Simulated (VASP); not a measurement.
Input of a VASP 6.6.1 run:

Contents of POSCAR:

```
Ce
1.0
    0.0000000000      2.3390384114      2.3390384114
    2.3390384114      0.0000000000      2.3390384114
    2.3390384114      2.3390384114      0.0000000000
Ce
1
Direct
    0.0000000000      0.0000000000      0.0000000000
```

INCAR.step1

```
PREC = Accurate ; ENCUT = 520
ISMEAR = -1 ; SIGMA = 0.1
LREAL = False ; LASPH = True
NELM = 80 ; NBANDS = 12
GGA = PE ; ALGO = Normal
EDIFF = 1E-4 ; LWAVE = True
LCHARG = False
```

Contents of INCAR.step2:

```
PREC = Accurate ; ENCUT = 520
EDIFF = 1E-6 ; ISMEAR = -1
SIGMA = 0.1 ; LREAL = False
LASPH = True ; NELM = 80
ALGO = Normal ; ISIF = 2
LWAVE = False ; LCHARG = True
METAGGA = R2SCAN ; LMIXTAU = True
LELF = True ; LVHAR = True
NBANDS = 12 ; ISTART = 1
```

File KPOINTS:

```
Automatic mesh
0
Gamma
  15 15 15
```

Potentials or basis: VASP PAW PBE potentials, release 64 (Ce).

The run is started by

```sh
$ cat potpaw_PBE.64/Ce/POTCAR > POTCAR
$ cp INCAR.step1 INCAR
$ mpirun -np 1 vasp_std > vasp.out
$ cp INCAR.step2 INCAR
$ mpirun -np 1 vasp_std > vasp.out
```

Problem. Estimate the band gap on the k mesh.

Solution. Zero (bands 6 and 7 overlap by 0.51 eV).

Problem. Predict the pressure.

Solution. -0.4 GPa.

Caveat: the PAW data sets were made with another functional, which shifts forces and pressure a little; spin-orbit coupling is left out, which moves the levels of the heavy elements; semilocal functionals describe open f shells poorly, which spoils levels, moments and volumes. Spin polarisation is off, so any magnetic state and its effect on volume and gap are missing.
